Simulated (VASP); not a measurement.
Input of a VASP 6.6.1 run:

The input INCAR:

```
SYSTEM = GaN
PREC = Accurate
ENCUT = 520
EDIFF = 1E-7
ISMEAR = 0
SIGMA = 0.01
LREAL = .FALSE.
LASPH = .TRUE.
NELM = 60
ALGO = Normal
ISIF = 2
LWAVE = .FALSE.
LCHARG = .FALSE.
GGA = CA
NBANDS = 16
```

KPOINTS

```
regular mesh
0
G
  4 4 4
  0 0 0
```

POSCAR

```
GaN
1.0
    0.0000000000      2.1352350000      2.1352350000
    2.1352350000      0.0000000000      2.1352350000
    2.1352350000      2.1352350000      0.0000000000
Ga N
1 1
Direct
    0.0000000000      0.0000000000      0.0000000000
    0.5000000000      0.5000000000      0.5000000000
```

Potentials or basis: VASP PAW LDA potentials, release 64 (Ga_d, N).

The run is started by

```sh
$ cat potpaw_LDA.64/Ga_d/POTCAR potpaw_LDA.64/N/POTCAR > POTCAR
$ mpirun -np 1 vasp_std > vasp.out
```

Problem. What does it give for the band gap on the k mesh?

Solution. 0.30 eV, indirect (least direct gap 2.40 eV).

Problem. What does it give for the pressure?

Solution. -13.4 GPa.

Caveat: the k points lie up to 0.64 Å⁻¹ apart. A k mesh can miss the band edges.
